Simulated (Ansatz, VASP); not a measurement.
One calculation of Sc2F3, two programs

```
Sc F
1.0
     1.64476    0.94960    7.62430
    -1.64476    0.94960    7.62430
     0.00000   -1.89921    7.62430
Sc F
2 3
Direct
  0.40000 0.40000 0.40000
  0.60000 0.60000 0.60000
  0.00000 0.00000 0.00000
  0.20950 0.20950 0.20950
  0.79050 0.79050 0.79050
```

Alike in both runs: task single point; functional r2SCAN; k mesh 6 × 6 × 6; occupations gaussian, width 0.1 eV; no spin polarisation.

|  | VASP | Ansatz |
| --- | --- | --- |
| version | VASP 6.6.1 | Ansatz 0.2.0 |
| potentials or method | VASP PAW PBE potentials, release 64 (Sc_sv, F), cutoff 520 eV | scalar-relativistic, plane waves, PAW |
| valence electrons in the cell | 43 | 43 |

|  | VASP | Ansatz | Ansatz less VASP |
| --- | --- | --- | --- |
| gap on the k mesh at the Fermi level (eV) | none | none | - |
| pressure (GPa) | -8.5 | -8.9 | -0.39 |
| traceless stress, the component that is largest in VASP (GPa) | -1.65 | -1.57 | +0.076 |
| rms of the force components (eV/Å) | 0.449 | 0.474 | +0.0253 |

VASP's potentials were made for PBE, not for r2SCAN. Atom by atom the forces differ by 0.026 eV/Å (rms over components). A gap of «none» marks a metal or a gap that the smearing closes. The functional is the same, so the differences come from potentials, cutoffs and numerics.

The k mesh is coarse, so the values compare programs but aren't converged.
